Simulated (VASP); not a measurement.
Here is a VASP 6.6.1 calculation.

Contents of INCAR:

```
PREC = Accurate
ENCUT = 520
EDIFF = 1E-6
ISMEAR = 0
SIGMA = 0.1
LREAL = F
LASPH = T
NELM = 150
ALGO = Normal
ISIF = 2
LWAVE = F
LCHARG = F
ISPIN = 2
MAGMOM = 0 0 0 1 1
LORBIT = 11
GGA = PE
NBANDS = 26
```

KPOINTS

```
regular mesh
0
Gamma
  4 4 4
```

Contents of POSCAR:

```
SrAl2O2
1.0
    4.0866839655      0.0000000000      0.0000000000
    0.0000000000      4.0866839655      0.0000000000
    0.0000000000      0.0000000000      4.7103610708
Sr Al O
1 2 2
Direct
    0.0000000000      0.0000000000      0.0000000000
    0.5000000000      0.5000000000      0.2601723815
    0.5000000000      0.5000000000      0.7398276185
    0.0000000000      0.5000000000      0.5000000000
    0.5000000000      0.0000000000      0.5000000000
```

Potentials or basis: VASP PAW PBE potentials, release 64 (Sr_sv, Al, O).

Run with:

```console
$ cat potpaw_PBE.64/Sr_sv/POTCAR potpaw_PBE.64/Al/POTCAR potpaw_PBE.64/O/POTCAR > POTCAR
$ mpirun -np 1 vasp_std > vasp.out
```

(1) What does it give for the largest force?

(2) Predict the pressure.

## Answers

(1) 0.024 eV/Å.

(2) 0.0 GPa.

Caveat: the k points lie up to 0.38 Å⁻¹ apart, too coarse for converged energies and pressures of a metal.
